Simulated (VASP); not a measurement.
A run of VASP 6.6.1 is set up as follows.

Contents of INCAR:

```
SYSTEM = Na
PREC     = Accurate       ! precision mode
ENCUT    = 520            ! plane-wave cutoff, eV
EDIFF    = 1E-6           ! SCF threshold, eV
ISMEAR   = -1             ! smearing method
SIGMA    = 0.1            ! smearing width, eV
LREAL    = .FALSE.        ! projectors in reciprocal space
LASPH    = .TRUE.         ! aspherical terms in the spheres
NELM     = 100            ! most SCF steps
ALGO     = Normal         ! electronic algorithm
ISIF     = 2              ! what is computed and relaxed
LWAVE    = .FALSE.        ! write WAVECAR
LCHARG   = .TRUE.         ! write CHGCAR
GGA      = PE             ! functional
LELF     = .TRUE.         ! ELF
LVHAR    = .TRUE.       
NBANDS   = 14             ! bands
```

File KPOINTS:

```
regular mesh
0
G
  11 11 11
  0 0 0
```

POSCAR

```
Na
1.0
   -4.4663707760      4.4746050082      1.8439490892
    4.4746050082     -4.4663707760      1.8439490892
    2.3404845027      2.3404845027     -1.8288680779
Na
2
Direct
    0.0001645480      0.9998354520      1.0000000000
    0.7498354520      0.2501645480      0.5000000000
```

Potentials or basis: VASP PAW PBE potentials, release 64 (Na_pv).

Launch:

```console
$ cat potpaw_PBE.64/Na_pv/POTCAR > POTCAR
$ mpirun -np 1 vasp_std > vasp.out
```

Problem. What does it give for the pressure?

Solution. -0.3 GPa.

Problem. What does it give for the band gap on the k mesh?

Solution. Zero (bands 7 and 8 overlap by 3.79 eV).

Stress tensor (GPa, compression positive):
```
-0.20  0.06 -0.01
 0.06 -0.20 -0.01
-0.01 -0.01 -0.35
```
